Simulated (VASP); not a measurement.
B:

```
B
1.0
     1.94084    0.00000    0.00000
     0.00000    1.94084    0.00000
     0.00000    0.00000    1.94084
B
1
Direct
  0.00000 0.00000 0.00000
```

- Program: VASP 6.6.1
- Task: relaxation of cell and atoms
- Functional: PBEsol
- Potentials or basis: VASP PAW PBE potentials, release 64 (B)
- Cutoff: 600 eV
- k mesh: 8 × 8 × 8
- Occupations: gaussian, width 0.1 eV
- Spin: no spin polarisation

At the start: pressure -18.8 GPa; volume 7.31 Å³/atom.

Problem. Where does the relaxation end?

Solution. Over 3 steps the energy falls by 40.5 meV/atom and the volume is 6.67 Å³/atom (-8.8 %); space group Pm-3m (No. 221, to 0.05 Å).

The path:
| step | energy change (eV) | largest force (eV/Å) | pressure (GPa) | volume (Å³) |
| --- | --- | --- | --- | --- |
| 1 | 0.0000 | 0.0000 | -18.85 | 7.31 |
| 2 | -0.0341 | 0.0000 | 9.11 | 6.44 |
| 3 | -0.0405 | 0.0000 | 0.03 | 6.67 |

Final structure:
```xyz
1
Lattice="1.8822 0.0000 0.0000 0.0000 1.8822 0.0000 0.0000 0.0000 1.8822" Properties=species:S:1:pos:R:3 pbc="T T T"
B     0.0000    0.0000    0.0000
```

Caveat: the k points lie up to 0.42 Å⁻¹ apart in the final cell; the PAW data sets were made with another functional, which shifts forces and pressure a little.
